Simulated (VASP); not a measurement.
Set up this calculation in VASP 6.6.1, as the native input.

| Quantity | Value |
| --- | --- |
| Task | relaxation of cell and atoms |
| Functional | LDA |
| Potentials or basis | VASP PAW LDA potentials, release 64 (Ir) |
| Cutoff | 600 eV |
| k mesh | 10 × 10 × 5 |
| Occupations | gaussian, width 0.15 eV |
| Spin | no spin polarisation |
| Dipole correction | no |
| Further INCAR settings | ALGO = Normal; EDIFF = 1e-06; IBRION = 2; EDIFFG = -0.01; NSW = 80; ISIF = 3 |

The structure of Ir lies in POSCAR:

```
Ir
1.0
    2.7513778900      0.0000000000      0.0000000000
   -1.3756889500      2.3827631500      0.0000000000
    0.0000000000      0.0000000000      4.4622900000
Ir
2
Direct
    0.6666666720      0.3333333319      0.7500000000
    0.3333333337      0.6666666723      0.2500000000
```

One way to write it, as run:

INCAR

```
SYSTEM = Ir
ALGO = Normal ; EDIFF = 1E-6
EDIFFG = -0.01 ; ENCUT = 600
GGA = CA ; IBRION = 2
ISIF = 3 ; ISMEAR = 0
LASPH = .TRUE. ; LCHARG = .FALSE.
LREAL = .FALSE. ; LWAVE = .FALSE.
NELM = 60 ; NSW = 80
PREC = Accurate ; SIGMA = 0.15
```

KPOINTS

```
k-points
0
G
  10 10 5
  0 0 0
```

Potentials or basis: VASP PAW LDA potentials, release 64 (Ir).

Run with:

```sh
$ cat potpaw_LDA.64/Ir/POTCAR > POTCAR
$ mpirun -np 1 vasp_std > vasp.out
```

It gave:

| Property | Result |
| --- | --- |
| Relaxed volume | 14.00 Å³/atom |
| Relaxed cell | a = 2.700 Å, b = 2.700 Å, c = 4.437 Å, α = 90.00°, β = 90.00°, γ = 120.00° |
| Space group after relaxing (to 0.05 Å) | P6_3/mmc (No. 194) |
| Energy gained by relaxing | 33.6 meV/atom |
| Ionic steps | 10 |
| Pressure after relaxing | 0.0 GPa |
| Band gap on the k mesh | zero (band 9 reaches 11.61 eV, above the bottom of band 10 at 8.35 eV) |

Caveat: spin-orbit coupling is left out, which moves the levels of the heavy elements.

Wall time 65 s on 1 thread of Intel(R) Xeon(R) Platinum 8488C (Sapphire Rapids) (shared host), peak memory 0.16 GiB.
